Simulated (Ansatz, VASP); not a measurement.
## One calculation of PbS, two programs

The input POSCAR:

```
PbS
1.0
    0.0000000000      3.0047775019      3.0047775019
    3.0047775019      0.0000000000      3.0047775019
    3.0047775019      3.0047775019      0.0000000000
Pb S
1 1
Direct
    0.0000000000      0.0000000000      0.0000000000
    0.5000000000      0.5000000000      0.5000000000
```

The input INCAR.step1:

```
PREC = Accurate ; ENCUT = 520
EDIFF = 1E-5 ; ISMEAR = -1
SIGMA = 0.05 ; LREAL = F
LASPH = T ; NELM = 80
ALGO = Normal ; ISIF = 2
LWAVE = T ; LCHARG = F
GGA = PE ; NBANDS = 17
```

File INCAR.step2:

```
PREC = Accurate ; ENCUT = 520
EDIFF = 1E-6 ; ISMEAR = -1
SIGMA = 0.05 ; LREAL = F
LASPH = T ; NELM = 80
ALGO = Normal ; ISIF = 2
LWAVE = F ; LCHARG = F
GGA = PS ; LHFCALC = T
AEXX = 0.25 ; HFSCREEN = 0.207
PRECFOCK = Normal ; ISTART = 1
NBANDS = 17
```

The input KPOINTS:

```
regular mesh
0
Gamma
  4 4 4
```

input.yaml

```yaml
crystal:
  lattice:
    - [0.0, 3.0047775019, 3.0047775019]
    - [3.0047775019, 0.0, 3.0047775019]
    - [3.0047775019, 3.0047775019, 0.0]
  atoms:
    - { symbol: Pb, position: [0.0, 0.0, 0.0] }
    - { symbol: S, position: [0.5, 0.5, 0.5] }
hamiltonian:
  xc:
    exchange: hjs_pbesol
    correlation: pbesol
    exx: { coeff: 0.25, omega: 0.207 }
  pseudopotentials: { kind: paw }
kpoints:
  mp_grid: { grid: [4, 4, 4] }
scf:
  occupations: { method: fermi_dirac, width: 0.05 }
output:
  forces: true
  stress: true
  eigenvalues: true
  write_density: true
  write_potential: true
  elf: true
  volumetric_format: npy
```

Alike in both runs: task single point; functional PBEsol-based screened hybrid with a share of 0.25 of exact exchange and HFSCREEN = 0.207; k mesh 4 × 4 × 4; occupations fermi-dirac, width 0.05 eV; no spin polarisation.

```csv
,VASP,Ansatz
version,VASP 6.6.1,Ansatz 0.2.0
potentials or method,"VASP PAW PBE potentials, release 64 (Pb_d, S)",Ansatz PAW
plane-wave cutoff (eV),520,420
valence electrons in the cell,20,20
```

|  | VASP | Ansatz | Ansatz less VASP |
| --- | --- | --- | --- |
| gap on the k mesh at the Fermi level (eV) | 0.86 | 0.86 | -0.005 |
| least direct gap on the mesh (eV) | 0.86 | 0.86 | -0.005 |
| pressure (GPa) | -3.1 | -3.0 | +0.09 |

VASP's potentials were made for PBE, not for PBEsol-based screened hybrid.

The k mesh is coarse, so the values compare programs but aren't converged. Spin-orbit coupling is off throughout.
